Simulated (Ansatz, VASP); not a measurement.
## GaSb: VASP beside Ansatz

File INCAR:

```
PREC = Accurate
ENCUT = 500
EDIFF = 1E-6
ISMEAR = 0
SIGMA = 0.1
LREAL = F
LASPH = T
NELM = 120
ALGO = Normal
ISIF = 2
LWAVE = F
LCHARG = F
GGA = PS
NBANDS = 16
GGA_COMPAT = F
```

The input KPOINTS:

```
Automatic mesh
0
Gamma
  12 12 12
```

Contents of POSCAR:

```
GaSb
1.0
    0.0000000000      3.0590000000      3.0590000000
    3.0590000000      0.0000000000      3.0590000000
    3.0590000000      3.0590000000      0.0000000000
Ga Sb
1 1
Direct
    0.0000000000      0.0000000000      0.0000000000
    0.2500000000      0.2500000000      0.2500000000
```

Input for Ansatz:

```yaml
crystal:
  lattice:
    - [0.0, 3.059, 3.059]
    - [3.059, 0.0, 3.059]
    - [3.059, 3.059, 0.0]
  atoms:
    - { symbol: Ga, position: [0.0, 0.0, 0.0] }
    - { symbol: Sb, position: [0.25, 0.25, 0.25] }
basis:
  ecutwfc: 420
kpoints:
  mp_grid: { grid: [12, 12, 12] }
hamiltonian:
  xc: pbesol
scf:
  occupations: { method: gaussian, width: 0.1 }
output:
  forces: true
  stress: true
  eigenvalues: true
  populations: true
```

Alike in both runs: task single point; functional PBEsol; k mesh 12 × 12 × 12; occupations gaussian, width 0.1 eV; no spin polarisation.

```csv
,VASP,Ansatz
version,VASP 6.6.1,Ansatz 0.2.0
potentials or method,"VASP PAW PBE potentials, release 64 (Ga_d, Sb), cutoff 500 eV","scalar-relativistic, plane waves, PAW"
valence electrons in the cell,18,28
```

VASP gave:

```
gap on the k mesh at the Fermi level (eV) : none
pressure (GPa)                            : -0.1
```

Question: Estimate Ansatz's values.

Answer: gap on the k mesh at the Fermi level (eV): none; pressure (GPa): -0.2.

VASP's potentials were made for PBE, not for PBEsol. A gap of «none» marks a metal or a gap that the smearing closes. The functional is the same, so the differences come from potentials, cutoffs and numerics. VASP's potentials hold 18 valence electrons a cell and Ansatz's 28, so a difference there can come from the potentials and not from the codes.

Spin-orbit coupling is off throughout.
